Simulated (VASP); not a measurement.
Here is a VASP 6.6.1 calculation.

File INCAR:

```
SYSTEM = GaSb
  PREC = Accurate
  ENCUT = 500
  EDIFF = 1E-6
  ISMEAR = 0
  SIGMA = 0.1
  LREAL = .FALSE.
  LASPH = .TRUE.
  NELM = 120
  ALGO = Normal
  ISIF = 2
  LWAVE = .FALSE.
  LCHARG = .FALSE.
  GGA = PS
  NBANDS = 16
  GGA_COMPAT = .FALSE.
```

KPOINTS

```
Automatic mesh
0
G
  6 6 6
  0 0 0
```

Contents of POSCAR:

```
GaSb
1.0
   -1.5559010000      2.6750030000      2.8933130000
    1.5559010000     -2.6750030000      2.8933130000
    1.5559010000      2.6750030000     -2.8933130000
Ga Sb
1 1
Direct
    0.0000000000      0.0000000000      0.0000000000
    0.5000000000      0.5000000000      0.0000000000
```

Potentials or basis: VASP PAW PBE potentials, release 64 (Ga_d, Sb).

Launch:

```bash
$ cat potpaw_PBE.64/Ga_d/POTCAR potpaw_PBE.64/Sb/POTCAR > POTCAR
$ mpirun -np 1 vasp_std > vasp.out
```

Predict the band gap on the k mesh.

zero (bands 9 and 10 overlap by 4.40 eV).

Predict the pressure.

-3.0 GPa.

Stress tensor (GPa, compression positive):
```
-4.69  0.00  0.00
 0.00 -3.54  0.00
 0.00  0.00 -0.86
```

Caveat: the k points lie up to 0.38 Å⁻¹ apart, too coarse for converged energies and pressures of a metal; the PAW data sets were made with another functional, which shifts forces and pressure a little; spin-orbit coupling is left out, which moves the levels of the heavy elements.
